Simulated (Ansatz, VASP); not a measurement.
## One calculation of Si16Ge, two programs

```
CELL_PARAMETERS angstrom
0.00000 5.43000 5.43000
5.43000 0.00000 5.43000
5.43000 5.43000 0.00000
ATOMIC_POSITIONS crystal
Si 0.01171 0.01144 0.97043
Si 0.12742 0.12719 0.11012
Si 0.98036 0.98012 0.48026
Si 0.10630 0.10600 0.60617
Si 0.01358 0.49757 0.99770
Si 0.15222 0.61371 0.11384
Si 0.01169 0.47028 0.51158
Si 0.12741 0.60998 0.62731
Si 0.49779 0.01338 0.99770
Si 0.61399 0.15191 0.11389
Si 0.47055 0.01146 0.51161
Si 0.61022 0.12720 0.62733
Si 0.51745 0.51713 0.01732
Si 0.64307 0.64288 0.14299
Si 0.49779 0.49757 0.51350
Si 0.61396 0.61373 0.65209
Ge 0.81407 0.81378 0.31395
```

Alike in both runs: functional r2SCAN; k mesh 2 × 2 × 2; occupations gaussian, width 0.05 eV; no spin polarisation.

Ansatz relaxed the structure, and its values are those at the end. VASP's run is a single point on that final structure, the one shown.

|  | VASP | Ansatz |
| --- | --- | --- |
| version | VASP 6.6.1 | Ansatz 0.2.0 |
| potentials or method | VASP PAW PBE potentials, release 64 (Si, Ge_d), cutoff 520 eV | scalar-relativistic, plane waves, PAW |
| valence electrons in the cell | 78 | 78 |

```csv
,VASP,Ansatz,Ansatz less VASP
rms of the force components (eV/Å),0.005,0.004,-0.0012
```

VASP's potentials were made for PBE, not for r2SCAN.

The k mesh is coarse, so the values compare programs but aren't converged.
